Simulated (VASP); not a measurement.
K4HgGe2: relaxation of cell and atoms with PBE+D4

The system is K4HgGe2.

```
K Hg Ge
1.0
     2.86557    4.96331    0.00000
    -2.86557    4.96331    0.00000
     0.00000   -3.30887    9.08768
K Hg Ge
4 1 2
Direct
  0.38910 0.38910 0.16730
  0.61090 0.61090 0.83270
  0.20800 0.20800 0.62400
  0.79200 0.79200 0.37600
  0.00000 0.00000 0.00000
  0.08830 0.08830 0.26490
  0.91170 0.91170 0.73510
```

| Property | Result |
| --- | --- |
| Program | VASP 6.6.1 |
| Task | relaxation of cell and atoms |
| Functional | PBE |
| Dispersion | D4 |
| Potentials or basis | VASP PAW PBE potentials, release 64 (K_sv, Hg, Ge_d) |
| Cutoff | 600 eV |
| k mesh | 4 × 4 × 4 |
| Occupations | fermi-dirac, width 0.1 eV |
| Spin | no spin polarisation |
| Dipole correction | no |
| Further INCAR settings | ALGO = Normal; EDIFF = 1e-07; IBRION = 2; EDIFFG = -0.01; NSW = 60; ISIF = 3 |

- Relaxed volume: 40.84 Å³/atom
- Relaxed cell: a = 5.852 Å, b = 5.852 Å, c = 10.214 Å, α = 106.64°, β = 106.64°, γ = 60.00°
- Space group after relaxing (to 0.1 Å): R-3m (No. 166)
- Energy gained by relaxing: 38.5 meV/atom
- Ionic steps: 23
- Pressure after relaxing: 0.0 GPa
- Largest force after relaxing: 0.009 eV/Å
- Band gap on the k mesh: zero (bands 38 and 39 overlap by 0.32 eV)
- Dispersion energy per atom: -0.099 eV

Forces in eV/Å, atoms in the order of the input:
```
K    0.000  0.000 -0.003
K    0.000  0.000  0.003
K    0.000  0.000 -0.002
K    0.000  0.000  0.002
Hg   0.000  0.000  0.000
Ge   0.000  0.000 -0.009
Ge   0.000  0.000  0.009
```

The path:
| step | energy change (eV) | largest force (eV/Å) | pressure (GPa) | volume (Å³) |
| --- | --- | --- | --- | --- |
| 1 | 0.0000 | 0.9187 | 2.32 | 258.50 |
| 2 | -0.2019 | 0.2853 | 0.17 | 278.95 |
| 3 | -0.2032 | 0.2167 | 0.31 | 277.13 |
| 4 | -0.2180 | 0.1635 | 0.17 | 280.87 |
| 5 | -0.2299 | 0.1383 | -0.08 | 288.23 |
| 6 | -0.2299 | 0.1375 | -0.09 | 288.59 |
| 7 | -0.2336 | 0.1337 | -0.05 | 288.01 |
| 8 | -0.2418 | 0.1217 | 0.08 | 286.27 |
| 9 | -0.2435 | 0.3182 | 0.38 | 282.81 |
| 10 | -0.2453 | 0.2191 | 0.25 | 284.26 |
| 11 | -0.2467 | 0.2119 | 0.24 | 284.29 |
| 12 | -0.2507 | 0.1906 | 0.22 | 284.39 |
| 13 | -0.2571 | 0.1490 | 0.17 | 284.59 |
| 14 | -0.2638 | 0.0700 | 0.09 | 284.95 |
| 15 | -0.2641 | 0.0505 | 0.07 | 285.04 |
| 16 | -0.2650 | 0.0453 | 0.05 | 285.45 |
| 17 | -0.2670 | 0.0343 | -0.01 | 286.67 |
| 18 | -0.2678 | 0.0147 | -0.13 | 289.13 |
| 19 | -0.2679 | 0.0189 | -0.11 | 288.59 |
| 20 | -0.2688 | 0.0343 | -0.04 | 287.56 |
| 21 | -0.2688 | 0.0458 | -0.01 | 287.15 |
| 22 | -0.2693 | 0.0160 | 0.00 | 286.44 |
| 23 | -0.2693 | 0.0090 | 0.01 | 285.85 |

Final structure:
```
K Hg Ge
1.0
     2.92580    5.06764    0.00000
    -2.92580    5.06764    0.00000
     0.00000   -3.37842    9.63950
K Hg Ge
4 1 2
Direct
  0.37980 0.37980 0.13941
  0.62020 0.62020 0.86059
  0.20742 0.20742 0.62227
  0.79258 0.79258 0.37773
  0.00000 0.00000 0.00000
  0.08744 0.08744 0.26232
  0.91256 0.91256 0.73768
```

Levels at points of the mesh, in eV from the Fermi level:
```csv
k point,band 36,band 37,band 38,band 39,band 40,band 41
"(0.00, 0.00, 0.00)",-0.36,-0.36,0.32,0.32,0.73,2.53
"(0.50, 0.00, 0.00)",-0.48,-0.43,-0.31,0.26,1.20,2.11
"(0.50, 0.50, 0.00)",-0.65,-0.55,-0.33,0.33,1.65,1.90
"(0.00, 0.00, 0.50)",-0.33,-0.33,0.28,0.28,1.74,1.80
```

Wall time 49 min on 1 thread of Intel(R) Xeon(R) 6975P-C (Granite Rapids) (shared host), peak memory 0.6 GiB.

Caveat: spin-orbit coupling is left out, which moves the levels of the heavy elements.
